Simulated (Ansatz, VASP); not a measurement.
One calculation of PtSe2, two programs

Contents of INCAR:

```
PREC = Accurate
ENCUT = 520
EDIFF = 1E-6
ISMEAR = 0
SIGMA = 0.05
LREAL = F
LASPH = T
NELM = 60
ALGO = Normal
ISIF = 2
LWAVE = F
LCHARG = F
LDIPOL = T
IDIPOL = 3
DIPOL = 0.5 0.5 0.382
GGA = PE
IVDW = 12
NBANDS = 31
```

Contents of KPOINTS:

```
Automatic mesh
0
Gamma
  9 9 1
```

POSCAR

```
PtSe2
1.0
    3.7070358307      0.0000000000      0.0000000000
   -1.8535179153      3.2103872021      0.0000000000
    0.0000000000      0.0000000000     22.7981611688
Se Pt
4 2
Direct
    0.6666666667      0.3333333333      0.1973843402
    0.3333333333      0.6666666667      0.3135814565
    0.3333333333      0.6666666667      0.4499959672
    0.6666666667      0.3333333333      0.5661930834
    0.0000000000      0.0000000000      0.2554828983
    1.0000000000      1.0000000000      0.5080945253
```

Input for Ansatz:

```yaml
crystal:
  lattice:
    - [3.7070358035, 0.0, 0.0]
    - [-1.8535179017, 3.2103871786, 0.0]
    - [0.0, 0.0, 22.7981617435]
  atoms:
    - { symbol: Se, position: [0.6666666667, 0.3333333333, 0.1973843352] }
    - { symbol: Pt, position: [0.0, 0.0, 0.2554828982] }
    - { symbol: Se, position: [0.3333333333, 0.6666666667, 0.3135814612] }
    - { symbol: Se, position: [0.3333333333, 0.6666666667, 0.4499959684] }
    - { symbol: Pt, position: [1.0, 1.0, 0.5080945314] }
    - { symbol: Se, position: [0.6666666667, 0.3333333333, 0.5661930944] }
basis:
  ecutwfc: 420
kpoints:
  mp_grid: { grid: [9, 9, 1] }
hamiltonian:
  xc: pbe
  pseudopotentials: { kind: paw, azcp: { folder: soft_1 } }
  dispersion: d3bj
scf:
  occupations: { method: gaussian, width: 0.05 }
output:
  forces: true
  eigenvalues: true
efield:
  axis: 3
  dipole_correction: true
  ramp_width: 0.04
```

Alike in both runs: task single point; functional PBE; dispersion D3(BJ); k mesh 9 × 9 × 1; occupations gaussian, width 0.05 eV; no spin polarisation.

|  | VASP | Ansatz |
| --- | --- | --- |
| version | VASP 6.6.1 | Ansatz 0.2.0 |
| potentials or method | VASP PAW PBE potentials, release 64 (Se, Pt), cutoff 520 eV | scalar-relativistic, plane waves, PAW |
| valence electrons in the cell | 44 | 100 |

VASP gave:

```
gap on the k mesh at the Fermi level (eV) : 0.41
least direct gap on the mesh (eV)         : 0.68
rms of the force components (eV/Å)        : 0.137
```

Task: Which values does Ansatz return?

Result: gap on the k mesh at the Fermi level (eV): 0.42; least direct gap on the mesh (eV): 0.69; rms of the force components (eV/Å): 0.138.

VASP's potentials hold 44 valence electrons a cell and Ansatz's 100, so a difference there can come from the potentials and not from the codes.

Neither program's run includes spin-orbit coupling.
